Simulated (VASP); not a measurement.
# La3O (Pm-3n) in VASP: notebook

Runs on La3O. Level: PBE. Tasks: single point, relaxation of cell and atoms.

Program: VASP 6.6.1. These are calculated values, not measurements. Logs are shortened: lines on timing, memory, paths and dates and some standing lists are left out, and cuts for length are marked.

## Step 1: The cell of the first run

Symmetry: Pm-3n, No. 223, cubic system. Conventional cell: a = 6.004 Å, b = 6.004 Å, c = 6.004 Å, α = 90.00°, β = 90.00°, γ = 90.00°. Within 4.0 Å of La (site symmetry -4m2) lie 10 La at 3.00 to 3.68 Å and 4 O at 3.36 Å. Within 4.4 Å of O (site symmetry m-3) lie 12 La at 3.36 Å.

The cell was built from a structure type or drawn by symmetry, and may not be a known phase.

## Step 2: Single point, PBE

Contents of INCAR:

```
SYSTEM = La3O
ALGO = Normal
EDIFF = 1E-6
ENCUT = 600
GGA = PE
GGA_COMPAT = .False.
ISIF = 2
ISMEAR = 0
LASPH = .True.
LCHARG = .True.
LELF = .True.
LMAXMIX = 6
LREAL = .False.
LVHAR = .True.
LWAVE = .False.
NBANDS = 49
NELM = 200
PREC = Accurate
SIGMA = 0.1
```

Contents of KPOINTS:

```
k-points
0
Gamma
  6 6 6
  0 0 0
```

Contents of POSCAR:

```
La3O
1.0
    6.0043544724      0.0000000000      0.0000000000
    0.0000000000      6.0043544724      0.0000000000
    0.0000000000      0.0000000000      6.0043544724
La O
6 2
Direct
    0.2500000000      0.0000000000      0.5000000000
    0.7500000000      0.0000000000      0.5000000000
    0.0000000000      0.5000000000      0.2500000000
    0.0000000000      0.5000000000      0.7500000000
    0.5000000000      0.7500000000      0.0000000000
    0.5000000000      0.2500000000      0.0000000000
    0.0000000000      0.0000000000      0.0000000000
    0.5000000000      0.5000000000      0.5000000000
```

Potentials or basis: VASP PAW PBE potentials, release 64 (La, O).

Command:

```
$ cat potpaw_PBE.64/La/POTCAR potpaw_PBE.64/O/POTCAR > POTCAR
$ mpirun -np 1 vasp_std > vasp.out
```

OUTCAR:

```text
SYSTEM = La3O
   EDIFF = 1E-6
   ENCUT = 600
   GGA = PE
   ISIF = 2
   ISMEAR = 0
   LASPH = .True.
   LREAL = .False.
   NELM = 200
   PREC = Accurate

 ion  position               nearest neighbor table
   1  0.250  0.000  0.500-   2 3.00   2 3.00   4 3.68   3 3.68   4 3.68   3 3.68   6 3.68   5 3.68
                             6 3.68   5 3.68
   2  0.750  0.000  0.500-   1 3.00   1 3.00   4 3.68   3 3.68   4 3.68   3 3.68   6 3.68   5 3.68
                             6 3.68   5 3.68
   3  0.000  0.500  0.250-   4 3.00   4 3.00   1 3.68   5 3.68   6 3.68   2 3.68   1 3.68   2 3.68
                             5 3.68   6 3.68
   4  0.000  0.500  0.750-   3 3.00   3 3.00   1 3.68   5 3.68   6 3.68   2 3.68   1 3.68   2 3.68
                             5 3.68   6 3.68
   5  0.500  0.750  0.000-   6 3.00   6 3.00   3 3.68   4 3.68   3 3.68   4 3.68   2 3.68   2 3.68
                             1 3.68   1 3.68
   6  0.500  0.250  0.000-   5 3.00   5 3.00   3 3.68   4 3.68   3 3.68   4 3.68   2 3.68   2 3.68
                             1 3.68   1 3.68
   7  0.000  0.000  0.000-
   8  0.500  0.500  0.500-

  LATTYP: Found a simple cubic cell.
 ALAT       =     6.0043544724

  Lattice vectors:

 A1 = (   6.0043544724,   0.0000000000,   0.0000000000)
 A2 = (   0.0000000000,   6.0043544724,   0.0000000000)
 A3 = (   0.0000000000,   0.0000000000,   6.0043544724)

Analysis of symmetry for initial positions (statically):
=====================================================================
 Subroutine PRICEL returns:
 Original cell was already a primitive cell.

 Routine SETGRP: Setting up the symmetry group for a
 simple cubic supercell.

 Subroutine GETGRP returns: Found 48 space group operations
 (whereof 24 operations were pure point group operations)
 out of a pool of 48 trial point group operations.

The static configuration has the point symmetry T_h .
 The point group associated with its full space group is O_h .

Analysis of symmetry for dynamics (positions and initial velocities):
=====================================================================
 Subroutine PRICEL returns:
 Original cell was already a primitive cell.

 Routine SETGRP: Setting up the symmetry group for a
 simple cubic supercell.

 Subroutine GETGRP returns: Found 48 space group operations
 (whereof 24 operations were pure point group operations)
 out of a pool of 48 trial point group operations.

The dynamic configuration has the point symmetry T_h .
 The point group associated with its full space group is O_h .

 Subroutine INISYM returns: Found 48 space group operations
 (whereof 24 operations are pure point group operations),
 and found     1 'primitive' translations

----------------------------------------------------------------------------------------

                                     Primitive cell

  volume of cell :     216.4706

  direct lattice vectors                    reciprocal lattice vectors
     6.004354472  0.000000000  0.000000000     0.166545797  0.000000000  0.000000000
     0.000000000  6.004354472  0.000000000     0.000000000  0.166545797  0.000000000
     0.000000000  0.000000000  6.004354472     0.000000000  0.000000000  0.166545797

  length of vectors
     6.004354472  6.004354472  6.004354472     0.166545797  0.166545797  0.166545797

  position of ions in fractional coordinates (direct lattice)
     0.250000000  0.000000000  0.500000000
     0.750000000  0.000000000  0.500000000
     0.000000000  0.500000000  0.250000000
     0.000000000  0.500000000  0.750000000
     0.500000000  0.750000000  0.000000000
     0.500000000  0.250000000  0.000000000
     0.000000000  0.000000000  0.000000000
     0.500000000  0.500000000  0.500000000

  ion indices of the primitive-cell ions
   primitive index   ion index
                 1           1
                 2           2
                 3           3
                 4           4
                 5           5
                 6           6
                 7           7
                 8           8

----------------------------------------------------------------------------------------

 KPOINTS: k-points

Automatic generation of k-mesh.
 Grid dimensions read from file:
 generate k-points for:    6    6    6

 Generating k-lattice:

  Cartesian coordinates                     Fractional coordinates (reciprocal lattice)
     0.027757633  0.000000000  0.000000000     0.166666667  0.000000000  0.000000000
     0.000000000  0.027757633  0.000000000     0.000000000  0.166666667  0.000000000
     0.000000000  0.000000000  0.027757633     0.000000000  0.000000000  0.166666667

  Length of vectors
     0.027757633  0.027757633  0.027757633

  Shift w.r.t. Gamma in fractional coordinates (k-lattice)
     0.000000000  0.000000000  0.000000000

 Subroutine IBZKPT returns following result:
 ===========================================

 Found     20 irreducible k-points:

 Following reciprocal coordinates:
            Coordinates               Weight
  0.000000  0.000000  0.000000      1.000000
  0.166667  0.000000  0.000000      6.000000
  0.333333  0.000000  0.000000      6.000000
  0.500000  0.000000  0.000000      3.000000
  0.166667  0.166667  0.000000     12.000000
  0.333333  0.166667  0.000000     24.000000
[... 12 lines left out ...]
  0.500000  0.500000  0.333333      6.000000
  0.500000  0.500000  0.500000      1.000000
   k-points           NKPTS =     20   k-points in BZ     NKDIM =     20   number of bands    NBANDS=     49
   number of dos      NEDOS =    301   number of ions     NIONS =      8
   total plane-waves  NPLWV = 110592
   dimension x,y,z NGX =    48 NGY =   48 NGZ =   48
   dimension x,y,z NGXF=    96 NGYF=   96 NGZF=   96
   ions per type =               6   2
   NGX,Y,Z   is equivalent  to a cutoff of  13.29, 13.29, 13.29 a.u.
   NGXF,Y,Z  is equivalent  to a cutoff of  26.58, 26.58, 26.58 a.u.
 SYSTEM =  La3O
   PREC   = accura    normal or accurate (medium, high low for compatibility)
   ISTART =      0    job   : 0-new  1-cont  2-samecut
   ICHARG =      2    charge: 1-file 2-atom 10-const
   ISPIN  =      1    spin polarized calculation?
   LNONCOLLINEAR =      F non collinear calculations
   LSORBIT =      F    spin-orbit coupling
   LASPH  =      T    aspherical Exc in radial PAW
   ENCUT  =  600.0 eV  44.10 Ry    6.64 a.u.  11.99 11.99 11.99*2*pi/ulx,y,z
   NELM   =    200;   NELMIN=  2; NELMDL= -5     # of ELM steps
   EDIFF  = 0.1E-05   stopping-criterion for ELM
   LREAL  =      F    real-space projection
   EDIFFG = 0.1E-04   stopping-criterion for IOM
   NSW    =      0    number of steps for IOM
   IBRION =     -1    ionic relax: 0-MD 1-quasi-New 2-CG
   NFREE  =      0    steps in history (QN), initial steepest desc. (CG)
   ISIF   =      2    stress and relaxation
   ISYM   =      2    0-nonsym 1-usesym 2-fastsym
   POTIM  = 0.5000    time-step for ionic-motion
   TEBEG  =    0.0;   TEEND  =   0.0 temperature during run
   PSTRESS=    0.0 pullay stress
   NELECT =      78.0000    total number of electrons
   NUPDOWN=      -1.0000    fix difference up-down
   EMIN   =  10.00;   EMAX   =-10.00  energy-range for DOS
   EFERMI =   0.00;   METHOD = LEGACY
   ISMEAR =     0;   SIGMA  =   0.10  broadening in eV -4-tet -1-fermi 0-gaus
   EFERMI_NEDOS =   21; number of points for ismear=-14 and -15
   IALGO  =     38    algorithm
   IMIX   =      4    mixing-type and parameters
     AMIX     =   0.40;   BMIX     =  1.00
     AMIX_MAG =   1.60;   BMIX_MAG =  1.00
  volume/ion in A,a.u.               =      27.06       182.60
  Fermi-wavevector in a.u.,A,eV,Ry     =   1.164948  2.201433 18.464533  1.357105
  Thomas-Fermi vector in A             =   2.301480
   LORBIT       =      0    0 simple, 1 ext, 2 COOP (PROOUT), +10 PAW based schemes
   GGA     = PE    functional components
   LHFCALC =     F    Hartree Fock is set to
   AEXX    =    0.0000 exact exchange contribution
   IVDW    =     0    specifies the selected vdW correction
   LEPSILON=     F    determine dielectric tensor
   LRPA    =     F    only Hartree local field effects (RPA)
 non-spin polarized calculation
 Gauss-broadening in eV      SIGMA  =   0.10
  energy-cutoff  :      600.00
  volume of cell :      216.47
 maximum number of plane-waves:      7262
 NGX is ok and might be reduce to    48
   NGX = 23   NGY = 23   NGZ = 23

 number of electron      77.9999994 magnetization

 Free energy of the ion-electron system (eV)
  ---------------------------------------------------
  ext. energy  EPLUGINS =         0.00000000
  ---------------------------------------------------
  free energy    TOTEN  =       -39.74492804 eV

  energy without entropy =      -39.67812954  energy(sigma->0) =      -39.71152879

 E-fermi :   8.3892     XC(G=0):  -9.9860

 val. band max:        8.3861354431   @ k =   0.5000   0.1667   0.1667
 cond. band min:       8.3918704755   @ k =   0.3333   0.0000   0.0000
 fundamental gap:      0.0057350324
 Fermi energy:         8.3891894254

 k-point     1 :       0.0000    0.0000    0.0000
  band No.  band energies     occupation
      1     -24.6369      2.00000
      2     -24.3976      2.00000
      3     -24.3976      2.00000
      4     -23.8627      2.00000
      5     -23.8627      2.00000
      6     -23.8627      2.00000
[... 41 lines left out ...]
     48       9.8238      0.00000
     49       9.9432      0.00000

 k-point     2 :       0.1667    0.0000    0.0000
  band No.  band energies     occupation
      1     -24.6151      2.00000
      2     -24.4105      2.00000
      3     -24.3714      2.00000
      4     -23.9061      2.00000
      5     -23.8627      2.00000
      6     -23.8627      2.00000
[... 41 lines left out ...]
     48       9.8914      0.00000
     49      10.0480      0.00000

 k-point     3 :       0.3333    0.0000    0.0000
  band No.  band energies     occupation
      1     -24.5617      2.00000
      2     -24.4468      2.00000
      3     -24.2911      2.00000
      4     -24.0199      2.00000
      5     -23.8626      2.00000
      6     -23.8626      2.00000
[... 873 lines left out ...]
     48       9.5050      0.00000
     49       9.8376      0.00000

 k-point    20 :       0.5000    0.5000    0.5000
  band No.  band energies     occupation
      1     -24.1864      2.00000
      2     -24.1864      2.00000
      3     -24.1864      2.00000
      4     -24.1864      2.00000
      5     -24.1864      2.00000
      6     -24.1864      2.00000
[... 41 lines left out ...]
     48       9.2052      0.00000
     49       9.7427      0.00000

------------------------ aborting loop because EDIFF is reached ----------------------------------------

  FORCE on cell =-STRESS in cart. coord.  units (eV):
  Direction    XX          YY          ZZ          XY          YZ          ZX
  --------------------------------------------------------------------------------------
  -------------------------------------------------------------------------------------
  Total       -0.0236588     -0.0236588     -0.0236588     -0.0000000      0.0000000      0.0000000
  in kB       -0.1751076     -0.1751076     -0.1751076     -0.0000000      0.0000000      0.0000000
  external PRESSURE =      -0.1751076 kB  Pullay stress =       0.0000000 kB

 VOLUME and BASIS-vectors are now :
 -----------------------------------------------------------------------------
  energy-cutoff  :      600.00
  volume of cell :      216.47
      direct lattice vectors                 reciprocal lattice vectors
     6.004354472  0.000000000  0.000000000     0.166545797  0.000000000  0.000000000
     0.000000000  6.004354472  0.000000000     0.000000000  0.166545797  0.000000000
     0.000000000  0.000000000  6.004354472     0.000000000  0.000000000  0.166545797

 POSITION                                       TOTAL-FORCE (eV/Angst)
 -----------------------------------------------------------------------------------
      1.50109      0.00000      3.00218         0.000000     -0.000000      0.000000
      4.50327      0.00000      3.00218        -0.000000      0.000000      0.000000
      0.00000      3.00218      1.50109         0.000000     -0.000000     -0.000000
      0.00000      3.00218      4.50327         0.000000     -0.000000      0.000000
      3.00218      4.50327      0.00000        -0.000000     -0.000000      0.000000
      3.00218      1.50109      0.00000        -0.000000      0.000000     -0.000000
      0.00000      0.00000      0.00000         0.000000      0.000000     -0.000000
      3.00218      3.00218      3.00218         0.000000      0.000000     -0.000000
 -----------------------------------------------------------------------------------
    total drift:                                0.000000     -0.000000      0.000000

  FREE ENERGIE OF THE ION-ELECTRON SYSTEM (eV)
  ---------------------------------------------------
  free  energy   TOTEN  =       -39.7449280366 eV

  energy  without entropy=      -39.6781295418  energy(sigma->0) =      -39.71152879
```

Run time: 15 min. Hardware: 1 thread of Intel Xeon 8259CL, shared host; peak memory 0.44 GiB.

Results:

- Free energy: -39.7449 eV
- Pressure: 0.0 GPa
- Band gap on the k mesh: zero (bands 39 and 40 overlap by 0.88 eV)

Caveat: spin-orbit coupling is left out, which moves the levels of the heavy elements.

## Step 3: Relaxation of cell and atoms, PBE

This run uses another cell than the first one, of 26.27 Å³/atom.

Contents of INCAR:

```
SYSTEM = La3O
  PREC = Accurate
  ENCUT = 600
  EDIFF = 1E-7
  ISMEAR = 0
  SIGMA = 0.1
  LREAL = .False.
  LASPH = .True.
  NELM = 200
  ALGO = Normal
  ISIF = 3
  LWAVE = .False.
  LCHARG = .False.
  GGA = PE
  IBRION = 2
  NSW = 100
  EDIFFG = -0.01
  GGA_COMPAT = .False.
  NELMIN = 4
  LMAXMIX = 6
```

Contents of KPOINTS:

```
regular mesh
0
Gamma
  6 6 6
  0 0 0
```

Changes to POSCAR since step 2:

```diff
@@ -2,5 +2,5 @@
 1.0
-    6.0043544724      0.0000000000      0.0000000000
-    0.0000000000      6.0043544724      0.0000000000
-    0.0000000000      0.0000000000      6.0043544724
+    5.9457671707      0.0000000000      0.0000000000
+    0.0000000000      5.9457671707      0.0000000000
+    0.0000000000      0.0000000000      5.9457671707
 La O
```

Potentials or basis: VASP PAW PBE potentials, release 64 (La, O).

Command:

```
$ cat potpaw_PBE.64/La/POTCAR potpaw_PBE.64/O/POTCAR > POTCAR
$ mpirun -np 1 vasp_std > vasp.out
```

It took 33 min on 1 thread of Intel Xeon 8259CL, shared host; peak memory 0.48 GiB.

It converged, with:

| Property | Result |
| --- | --- |
| Free energy | -39.7424 eV |
| Relaxed volume | 27.04 Å³/atom |
| Relaxed cell | a = 6.003 Å, b = 6.003 Å, c = 6.003 Å, α = 90.00°, β = 90.00°, γ = 90.00° |
| Space group after relaxing (to 0.1 Å) | Pm-3n (No. 223) |
| Energy gained by relaxing | 2.2 meV/atom |
| Ionic steps | 3 |
| Pressure after relaxing | 0.0 GPa |
| Band gap on the k mesh | zero (bands 39 and 40 overlap by 0.88 eV) |

The path:
```tsv
step	energy change (eV)	largest force (eV/Å)	pressure (GPa)	volume (Å³)
1	0.0000	0.0000	0.91	210.20
2	-0.0161	0.0000	0.23	214.76
3	-0.0173	0.0000	0.00	216.35
```

Final structure:
```yaml
crystal:
  lattice:
    - [6.00327, 0.00000, 0.00000]
    - [0.00000, 6.00327, 0.00000]
    - [0.00000, 0.00000, 6.00327]
  atoms:
    - { symbol: La, position: [0.25000, 0.00000, 0.50000] }
    - { symbol: La, position: [0.75000, 0.00000, 0.50000] }
    - { symbol: La, position: [0.00000, 0.50000, 0.25000] }
    - { symbol: La, position: [0.00000, 0.50000, 0.75000] }
    - { symbol: La, position: [0.50000, 0.75000, 0.00000] }
    - { symbol: La, position: [0.50000, 0.25000, 0.00000] }
    - { symbol: O, position: [0.00000, 0.00000, 0.00000] }
    - { symbol: O, position: [0.50000, 0.50000, 0.50000] }
```

Levels at points of the mesh, in eV from the Fermi level:
```
           k point  band 37  band 38  band 39  band 40  band 41  band 42
(0.00, 0.00, 0.00)    -0.72    -0.72    -0.59    -0.31     0.73     0.91
(0.50, 0.00, 0.00)    -0.45    -0.45    -0.01    -0.01     0.08     0.08
(0.50, 0.50, 0.00)    -0.34     0.05     0.07     0.17     0.33     0.33
(0.50, 0.50, 0.50)    -0.23    -0.23     0.57     0.57     0.57     0.57
```

Caveat: spin-orbit coupling is left out, which moves the levels of the heavy elements.
